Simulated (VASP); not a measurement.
Runs of VASP 6.6.1 on AgI. The structure is that of space group F-43m (No. 216), or close to it. The cells are those of the table. 

| task | cell | k mesh | smearing | gap on the mesh (eV) | pressure (GPa) |
| --- | --- | --- | --- | --- | --- |
| relaxation of cell and atoms | relaxed to 2 GPa from a = 4.489 Å, angles 60.0, 60.0, 90.0°, 2 atoms | 6 × 6 × 6 | gaussian 0.01 eV | 1.10 | 2.0 |
| relaxation of cell and atoms | relaxed to 4 GPa from a = 4.489 Å, angles 60.0, 60.0, 90.0°, 2 atoms | 6 × 6 × 6 | gaussian 0.01 eV | 1.10 | 4.0 |
| single point | a = 4.489 Å, angles 60.0, 60.0, 90.0°, 2 atoms | 10 × 10 × 10 | fermi-dirac 0.1 eV | 1.09 | (a) |
| relaxation of cell and atoms | relaxed to 15 GPa from a = 4.489 Å, angles 60.0, 60.0, 90.0°, 2 atoms | 6 × 6 × 6 | gaussian 0.01 eV | 1.14 | 15.0 |
| relaxation of cell and atoms | relaxed to 7 GPa from a = 4.489 Å, angles 60.0, 60.0, 90.0°, 2 atoms | 6 × 6 × 6 | gaussian 0.01 eV | (b) | 7.0 |
| relaxation of cell and atoms | relaxed to 10 GPa from a = 4.489 Å, angles 60.0, 60.0, 90.0°, 2 atoms | 6 × 6 × 6 | gaussian 0.01 eV | 1.13 | 10.0 |

Alike in all rows: level LDA; potentials or basis VASP PAW LDA potentials, release 64 (Ag, I); no spin polarisation; cutoff (eV) 500.

Fill in the values left out.

(a) 0.0; (b) 1.12.

Caveats: spin-orbit coupling is left out, which moves the levels of the heavy elements; the cell is relaxed towards a set pressure, so the run minimises the enthalpy, not the energy (at least some runs).

A k mesh can miss the band edges, and the runs leave out spin-orbit coupling on Ag, I.
